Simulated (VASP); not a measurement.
Write the native input for VASP 6.6.1 that does the following.

```
Task                   : single point
Functional             : PBEsol
Potentials or basis    : VASP PAW PBE potentials, release 64 (Ti_sv, C)
Cutoff                 : 520 eV
k mesh                 : 18 × 18 × 18
Occupations            : gaussian, width 0.1 eV
Spin                   : no spin polarisation
Dipole correction      : no
Further INCAR settings : ALGO = Normal; EDIFF = 1e-07; NBANDS = 21
```

The structure of Ti2C lies in POSCAR:

```
Ti2C
1.0
    1.5052365268      0.8690487139      4.6681633329
   -1.5052365268      0.8690487139      4.6681633329
    0.0000000000     -1.7380974279      4.6681633329
Ti C
2 1
Direct
    0.2477248437      0.2477248437      0.2477248437
    0.7522751563      0.7522751563      0.7522751563
    0.5000000000      0.5000000000      0.5000000000
```

One way to write it, as run:

INCAR

```
ALGO = Normal ; EDIFF = 1E-7
ENCUT = 520 ; GGA = PS
ISIF = 2 ; ISMEAR = 0
LASPH = T ; LCHARG = F
LREAL = F ; LWAVE = F
NBANDS = 21 ; NELM = 80
PREC = Accurate ; SIGMA = 0.1
```

KPOINTS

```
k-points
0
Gamma
  18 18 18
```

Potentials or basis: VASP PAW PBE potentials, release 64 (Ti_sv, C).

Run with:

```console
$ cat potpaw_PBE.64/Ti_sv/POTCAR potpaw_PBE.64/C/POTCAR > POTCAR
$ mpirun -np 1 vasp_std > vasp.out
```

It gave:

```
Pressure               : 8.1 GPa
Largest force          : 0.029 eV/Å
Band gap on the k mesh : zero (bands 14 and 15 overlap by 1.11 eV)
```

Caveat: the cell stands under pressure; the PAW data sets were made with another functional, which shifts forces and pressure a little.

Run time: 31 min on 1 thread of Intel Xeon 8259CL (shared host), peak memory 0.55 GiB.
